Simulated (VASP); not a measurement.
Write the native input for VASP 6.6.1 that does the following.

```yaml
Task: single point
Functional: PBE
Potentials_or_basis: VASP PAW PBE potentials, release 64 (Al, N)
Cutoff: 520 eV
k_mesh: 9 × 9 × 6
Occupations: gaussian, width 0.05 eV
Spin: no spin polarisation
Dipole_correction: no
Further_INCAR_settings: ALGO = Normal; EDIFF = 1e-07; NBANDS = 16
```

The structure of AlN lies in POSCAR:

```
AlN
1.0
    3.2841224395      0.0000000000      0.0000000000
   -1.6420612198      2.8441334618      0.0000000000
    0.0000000000      0.0000000000      4.2627909265
Al N
2 2
Direct
    0.3333333333      0.6666666667      0.7500000000
    0.6666666667      0.3333333333      0.2500000000
    0.3333333333      0.6666666667      0.2500000000
    0.6666666667      0.3333333333      0.7500000000
```

This cell differs from its parent crystal: volume 9.954 Å^3 an atom, c/a of the conventional cell 1.2980.

The input as run:

INCAR

```
ALGO = Normal ; EDIFF = 1E-7
ENCUT = 520 ; GGA = PE
ISIF = 2 ; ISMEAR = 0
LASPH = T ; LCHARG = T
LELF = T ; LREAL = F
LVHAR = T ; LWAVE = F
NBANDS = 16 ; NELM = 60
PREC = Accurate ; SIGMA = 0.05
```

KPOINTS

```
k-points
0
Gamma
  9 9 6
```

Potentials or basis: VASP PAW PBE potentials, release 64 (Al, N).

Command:

```console
$ cat potpaw_PBE.64/Al/POTCAR potpaw_PBE.64/N/POTCAR > POTCAR
$ mpirun -np 1 vasp_std > vasp.out
```

Results of the run:

| Item | Value |
| --- | --- |
| Pressure | 0.8 GPa |
| Band gap on the k mesh | 3.19 eV, direct |

It took 24 s on 1 thread of Intel(R) Xeon(R) Platinum 8488C (Sapphire Rapids) (shared host), peak memory 0.15 GiB.
